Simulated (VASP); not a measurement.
A run of VASP 6.6.1:

INCAR

```
PREC = Accurate
ENCUT = 520
EDIFF = 1E-6
ISMEAR = 0
SIGMA = 0.1
LREAL = False
LASPH = True
NELM = 150
ALGO = Normal
ISIF = 2
LWAVE = False
LCHARG = False
ISPIN = 2
MAGMOM = 1 1 1 0
LORBIT = 11
LMAXMIX = 4
GGA = PE
NBANDS = 33
```

The input KPOINTS:

```
Automatic mesh
0
Gamma
  4 4 4
```

The input POSCAR:

```
Ti3Se
1.0
    0.0000000000      3.6182327400      3.6182327400
    3.6182327400      0.0000000000      3.6182327400
    3.6182327400      3.6182327400      0.0000000000
Ti Se
3 1
Direct
    0.2500000000      0.2500000000      0.2500000000
    0.5000000000      0.5000000000      0.5000000000
    0.7500000000      0.7500000000      0.7500000000
    0.0000000000      0.0000000000      0.0000000000
```

Potentials or basis: VASP PAW PBE potentials, release 64 (Ti_sv, Se).

Command:

```bash
$ cat potpaw_PBE.64/Ti_sv/POTCAR potpaw_PBE.64/Se/POTCAR > POTCAR
$ mpirun -np 1 vasp_std > vasp.out
```

Hardware: 1 thread of Intel(R) Xeon(R) Platinum 8488C (Sapphire Rapids), on a shared host.

**Question.** How long does it take, and how much memory?

**Answer.** Wall time 74 s on 1 thread of Intel(R) Xeon(R) Platinum 8488C (Sapphire Rapids) (shared host), peak memory 0.29 GiB. Counts: scf iterations 17, k points 8.
